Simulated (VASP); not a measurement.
# Na (Im-3m) in VASP: a series of runs

Na is run at these levels: revPBE; tasks: relaxation of cell and atoms, single point.

Everything below comes from runs of VASP 6.6.1. Logs are shortened: lines on timing, memory, paths and dates and some standing lists are left out, and cuts for length are marked.

## (1) The cell of the first run

Symmetry: Im-3m, No. 229, cubic system. The conventional cell has a = 4.225 Å, b = 4.225 Å, c = 4.225 Å, α = 90.00°, β = 90.00°, γ = 90.00°. Na (site symmetry m-3m) has 14 Na at 3.66 to 4.22 Å within 4.8 Å.

## (2) Relaxation of cell and atoms, revPBE

The input, INCAR:

```
SYSTEM = Na
PREC = Accurate ; ENCUT = 600
EDIFF = 1E-7 ; ISMEAR = -1
SIGMA = 0.1 ; LREAL = .False.
LASPH = .True. ; NELM = 80
ALGO = Normal ; ISIF = 3
LWAVE = .False. ; LCHARG = .False.
GGA = RE ; IBRION = 2
NSW = 80 ; EDIFFG = -0.01
```

The input, KPOINTS:

```
regular mesh
0
Gamma
  11 11 11
  0 0 0
```

The input, POSCAR:

```
Na
1.0
   -2.1125000000      2.1125000000      2.1125000000
    2.1125000000     -2.1125000000      2.1125000000
    2.1125000000      2.1125000000     -2.1125000000
Na
1
Direct
    0.0000000000      0.0000000000      0.0000000000
```

Potentials or basis: VASP PAW PBE potentials, release 64 (Na_pv).

Launch:

```bash
> cat potpaw_PBE.64/Na_pv/POTCAR > POTCAR
> mpirun -np 1 vasp_std > vasp.out
```

OUTCAR:

```text
SYSTEM = Na
   PREC = Accurate
   ENCUT = 600
   EDIFF = 1E-7
   ISMEAR = -1
   LREAL = .False.
   LASPH = .True.
   NELM = 80
   ISIF = 3
   GGA = RE
   IBRION = 2
   NSW = 80
   EDIFFG = -0.01

 ion  position               nearest neighbor table
   1  0.000  0.000  0.000-

  LATTYP: Found a body centered cubic cell.
 ALAT       =     4.2250000000

  Lattice vectors:

 A1 = (  -2.1125000000,   2.1125000000,   2.1125000000)
 A2 = (   2.1125000000,  -2.1125000000,   2.1125000000)
 A3 = (   2.1125000000,   2.1125000000,  -2.1125000000)

Analysis of symmetry for initial positions (statically):
=====================================================================
 Subroutine PRICEL returns:
 Original cell was already a primitive cell.

 Routine SETGRP: Setting up the symmetry group for a
 body centered cubic supercell.

 Subroutine GETGRP returns: Found 48 space group operations
 (whereof 48 operations were pure point group operations)
 out of a pool of 48 trial point group operations.

The static configuration has the point symmetry O_h .

Analysis of symmetry for dynamics (positions and initial velocities):
=====================================================================
 Subroutine PRICEL returns:
 Original cell was already a primitive cell.

 Routine SETGRP: Setting up the symmetry group for a
 body centered cubic supercell.

 Subroutine GETGRP returns: Found 48 space group operations
 (whereof 48 operations were pure point group operations)
 out of a pool of 48 trial point group operations.

The dynamic configuration has the point symmetry O_h .

 Subroutine INISYM returns: Found 48 space group operations
 (whereof 48 operations are pure point group operations),
 and found     1 'primitive' translations

----------------------------------------------------------------------------------------

                                     Primitive cell

  volume of cell :      37.7094

  direct lattice vectors                    reciprocal lattice vectors
    -2.112500000  2.112500000  2.112500000     0.000000000  0.236686391  0.236686391
     2.112500000 -2.112500000  2.112500000     0.236686391  0.000000000  0.236686391
     2.112500000  2.112500000 -2.112500000     0.236686391  0.236686391  0.000000000

  length of vectors
     3.658957331  3.658957331  3.658957331     0.334725104  0.334725104  0.334725104

  position of ions in fractional coordinates (direct lattice)
     0.000000000  0.000000000  0.000000000

  ion indices of the primitive-cell ions
   primitive index   ion index
                 1           1

----------------------------------------------------------------------------------------

 KPOINTS: regular mesh

Automatic generation of k-mesh.
 Grid dimensions read from file:
 generate k-points for:   11   11   11

 Generating k-lattice:

  Cartesian coordinates                     Fractional coordinates (reciprocal lattice)
     0.000000000  0.021516945  0.021516945     0.090909091  0.000000000  0.000000000
     0.021516945  0.000000000  0.021516945     0.000000000  0.090909091  0.000000000
     0.021516945  0.021516945  0.000000000     0.000000000  0.000000000  0.090909091

  Length of vectors
     0.030429555  0.030429555  0.030429555

  Shift w.r.t. Gamma in fractional coordinates (k-lattice)
     0.000000000  0.000000000  0.000000000

 Subroutine IBZKPT returns following result:
 ===========================================

 Found     56 irreducible k-points:

 Following reciprocal coordinates:
            Coordinates               Weight
  0.000000  0.000000  0.000000      1.000000
  0.090909  0.000000  0.000000     12.000000
  0.181818  0.000000  0.000000     12.000000
  0.272727  0.000000  0.000000     12.000000
  0.363636  0.000000  0.000000     12.000000
  0.454545  0.000000  0.000000     12.000000
[... 16 lines left out ...]
  0.272727  0.181818  0.090909     48.000000
  0.363636  0.181818  0.090909     24.000000
 [... further k-points ...]
   k-points           NKPTS =     56   k-points in BZ     NKDIM =     56   number of bands    NBANDS=      7
   number of dos      NEDOS =    301   number of ions     NIONS =      1
   total plane-waves  NPLWV =  27000
   dimension x,y,z NGX =    30 NGY =   30 NGZ =   30
   dimension x,y,z NGXF=    60 NGYF=   60 NGZF=   60
   ions per type =               1
   NGX,Y,Z   is equivalent  to a cutoff of  13.63, 13.63, 13.63 a.u.
   NGXF,Y,Z  is equivalent  to a cutoff of  27.26, 27.26, 27.26 a.u.
 SYSTEM =  Na
   PREC   = accura    normal or accurate (medium, high low for compatibility)
   ISTART =      0    job   : 0-new  1-cont  2-samecut
   ICHARG =      2    charge: 1-file 2-atom 10-const
   ISPIN  =      1    spin polarized calculation?
   LNONCOLLINEAR =      F non collinear calculations
   LSORBIT =      F    spin-orbit coupling
   LASPH  =      T    aspherical Exc in radial PAW
   ENCUT  =  600.0 eV  44.10 Ry    6.64 a.u.   7.31  7.31  7.31*2*pi/ulx,y,z
   NELM   =     80;   NELMIN=  2; NELMDL= -5     # of ELM steps
   EDIFF  = 0.1E-06   stopping-criterion for ELM
   LREAL  =      F    real-space projection
   EDIFFG = -.1E-01   stopping-criterion for IOM
   NSW    =     80    number of steps for IOM
   IBRION =      2    ionic relax: 0-MD 1-quasi-New 2-CG
   NFREE  =      1    steps in history (QN), initial steepest desc. (CG)
   ISIF   =      3    stress and relaxation
   ISYM   =      2    0-nonsym 1-usesym 2-fastsym
   POTIM  = 0.5000    time-step for ionic-motion
   TEBEG  =    0.0;   TEEND  =   0.0 temperature during run
   PSTRESS=    0.0 pullay stress
   NELECT =       7.0000    total number of electrons
   NUPDOWN=      -1.0000    fix difference up-down
   EMIN   =  10.00;   EMAX   =-10.00  energy-range for DOS
   EFERMI =   0.00;   METHOD = LEGACY
   ISMEAR =    -1;   SIGMA  =   0.10  broadening in eV -4-tet -1-fermi 0-gaus
   EFERMI_NEDOS =   21; number of points for ismear=-14 and -15
   IALGO  =     38    algorithm
   IMIX   =      4    mixing-type and parameters
     AMIX     =   0.40;   BMIX     =  1.00
     AMIX_MAG =   1.60;   BMIX_MAG =  1.00
  volume/ion in A,a.u.               =      37.71       254.48
  Fermi-wavevector in a.u.,A,eV,Ry     =   0.933879  1.764776 11.866059  0.872131
  Thomas-Fermi vector in A             =   2.060627
   LORBIT       =      0    0 simple, 1 ext, 2 COOP (PROOUT), +10 PAW based schemes
   GGA     = RE    functional components
   LHFCALC =     F    Hartree Fock is set to
   AEXX    =    0.0000 exact exchange contribution
   IVDW    =     0    specifies the selected vdW correction
   LEPSILON=     F    determine dielectric tensor
   LRPA    =     F    only Hartree local field effects (RPA)
 conjugate gradient relaxation of ions
 non-spin polarized calculation
  energy-cutoff  :      600.00
  volume of cell :       37.71
 maximum number of plane-waves:      1274
 NGX is ok and might be reduce to    30
   NGX = 15   NGY = 15   NGZ = 15

--------------------------------------- Ionic step        1  -------------------------------------------

 number of electron       6.9999998 magnetization

 Free energy of the ion-electron system (eV)
  ---------------------------------------------------
  ext. energy  EPLUGINS =         0.00000000
  ---------------------------------------------------
  free energy    TOTEN  =        -1.21071582 eV

  energy without entropy =       -1.19657625  energy(sigma->0) =       -1.20364604

------------------------ aborting loop because EDIFF is reached ----------------------------------------

  FORCE on cell =-STRESS in cart. coord.  units (eV):
  Direction    XX          YY          ZZ          XY          YZ          ZX
  --------------------------------------------------------------------------------------
  -------------------------------------------------------------------------------------
  Total        0.0768791      0.0768791      0.0768791      0.0000000     -0.0000000      0.0000000
  in kB        3.2663947      3.2663947      3.2663947      0.0000000     -0.0000000      0.0000000
  external PRESSURE =       3.2663947 kB  Pullay stress =       0.0000000 kB
[... 55 lines left out ...]
  energy  without entropy=       -1.1972076685  energy(sigma->0) =       -1.20433177

--------------------------------------- Ionic step        3  -------------------------------------------

 number of electron       7.0000007 magnetization

 Free energy of the ion-electron system (eV)
  ---------------------------------------------------
  ext. energy  EPLUGINS =         0.00000000
  ---------------------------------------------------
  free energy    TOTEN  =        -1.21236950 eV

  energy without entropy =       -1.19779788  energy(sigma->0) =       -1.20508369

 E-fermi :   0.2877     XC(G=0):  -6.2254

 val. band max:        0.2337050538   @ k =  -0.3636   0.4545   0.0909
 cond. band min:       0.3646026524   @ k =   0.1818   0.1818   0.1818
 fundamental gap:      0.1308975986
 Fermi energy:         0.2876570365

 k-point     1 :       0.0000    0.0000    0.0000
  band No.  band energies     occupation
      1     -24.6986      2.00000
      2     -24.6986      2.00000
      3     -24.6986      2.00000
      4      -2.8826      2.00000
      5      11.6486      0.00000
      6      11.6486      0.00000
      7      11.6486      0.00000
[... 221 lines left out ...]
 k-point    24 :       0.3636    0.1818    0.0909
  band No.  band energies     occupation
      1     -24.7214      2.00000
      2     -24.7112      2.00000
      3     -24.7028      2.00000
      4       1.5789      0.00000
      5       2.0553      0.00000
      6       4.6983      0.00000
      7       6.4572      0.00000

 [... further k-points ...]

------------------------ aborting loop because EDIFF is reached ----------------------------------------

  FORCE on cell =-STRESS in cart. coord.  units (eV):
  Direction    XX          YY          ZZ          XY          YZ          ZX
  --------------------------------------------------------------------------------------
  -------------------------------------------------------------------------------------
  Total        0.0030273      0.0030273      0.0030273     -0.0000000      0.0000000      0.0000000
  in kB        0.1231251      0.1231251      0.1231251     -0.0000000      0.0000000      0.0000000
  external PRESSURE =       0.1231251 kB  Pullay stress =       0.0000000 kB
[... 16 lines left out ...]
  FREE ENERGIE OF THE ION-ELECTRON SYSTEM (eV)
  ---------------------------------------------------
  free  energy   TOTEN  =        -1.2123694953 eV

  energy  without entropy=       -1.1977978790  energy(sigma->0) =       -1.20508369

 reached required accuracy - stopping structural energy minimisation
```

It took 16 s on 1 thread of Intel Xeon 6975P-C (Granite Rapids), shared host; peak memory 0.16 GiB.

Results:

```yaml
Free_energy: -1.2124 eV
Relaxed_volume: 39.39 Å³/atom
Relaxed_cell: a = 3.713 Å, b = 3.713 Å, c = 3.713 Å, α = 109.47°, β = 109.47°, γ = 109.47°
Space_group_after_relaxing_to_0.1_Å: Im-3m (No. 229)
Energy_gained_by_relaxing: 1.7 meV/atom
Ionic_steps: 3
Pressure_after_relaxing: 0.0 GPa
Band_gap_on_the_k_mesh: zero (an odd number of electrons rules out a gap without spin polarisation)
```

The path:
| step | energy change (eV) | largest force (eV/Å) | pressure (GPa) | volume (Å³) |
| --- | --- | --- | --- | --- |
| 1 | 0.0000 | 0.0000 | 0.33 | 37.71 |
| 2 | -0.0007 | 0.0000 | 0.24 | 38.13 |
| 3 | -0.0017 | 0.0000 | 0.01 | 39.39 |

Final structure:
```xyz
1
Lattice="-2.1435 2.1435 2.1435 2.1435 -2.1435 2.1435 2.1435 2.1435 -2.1435" Properties=species:S:1:pos:R:3 pbc="T T T"
Na    0.0000    0.0000    0.0000
```

Levels at points of the mesh, in eV from the Fermi level:
```csv
k point,band 1,band 2,band 3,band 4,band 5,band 6
"(0.00, 0.00, 0.00)",-24.99,-24.99,-24.99,-3.17,11.36,11.36
```

Caveat: the PAW data sets were made with another functional, which shifts forces and pressure a little. revPBE gives volumes clearly too large for solids.

(Continued in part 2 of 2.)
